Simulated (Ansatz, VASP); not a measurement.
# P: VASP beside Ansatz

File INCAR:

```
  PREC = Accurate
  ENCUT = 600
  EDIFF = 1E-7
  ISMEAR = 0
  SIGMA = 0.1
  LREAL = F
  LASPH = T
  NELM = 60
  ALGO = Normal
  ISIF = 3
  LWAVE = F
  LCHARG = F
  GGA = PE
  IBRION = 2
  NSW = 90
  EDIFFG = -0.04
```

KPOINTS

```
regular mesh
0
Gamma
  8 8 4
```

Contents of POSCAR:

```
P
1.0
    2.0712481500      0.0000000000      0.0000000000
    0.0000000000      2.0712481500      0.0000000000
    0.0000000000      0.0000000000      4.4043234700
P
1
Direct
    0.0000000000      0.0000000000      0.0000000000
```

Input for Ansatz:

```yaml
crystal:
  lattice:
    - [2.07124815, 0.0, 0.0]
    - [0.0, 2.07124815, 0.0]
    - [0.0, 0.0, 4.40432347]
  atoms:
    - { symbol: P, position: [0.0, 0.0, 0.0] }
basis:
  ecutwfc: 420
kpoints:
  mp_grid: { grid: [8, 8, 4] }
hamiltonian:
  xc: pbe
scf:
  occupations: { method: gaussian, width: 0.1 }
  lower_state_search: "off"
output:
  forces: true
  stress: true
  eigenvalues: true
relax:
  adjacent_minimum: "off"
  f_tol: 0.04
  max_steps: 70
  cell: { stress_tol: 0.4 }
```

Alike in both runs: task relaxation of cell and atoms; functional PBE; k mesh 8 × 8 × 4; occupations gaussian, width 0.1 eV; no spin polarisation.

```csv
,VASP,Ansatz
version,VASP 6.6.1,Ansatz 0.2.0
potentials or method,"VASP PAW PBE potentials, release 64 (P), cutoff 600 eV","scalar-relativistic, plane waves, PAW"
valence electrons in the cell,5,5
```

Ansatz gave:

```
gap on the k mesh at the Fermi level, each at its own relaxed structure (eV) : none
relaxed volume (Å³/atom)                                                     : 14.68
relaxed cell length with the largest relative difference (Å)                 : 2.579
```

Problem. Estimate VASP's values.

Solution. gap on the k mesh at the Fermi level, each at its own relaxed structure (eV): none; relaxed volume (Å³/atom): 14.63; relaxed cell length with the largest relative difference (Å): 2.576.

A gap of «none» marks a metal or a gap that the smearing closes.

The k mesh is coarse, so the values compare programs but aren't converged. Noted on VASP's run: the volume moved by over 15 % at a fixed basis, so the end points are rough.
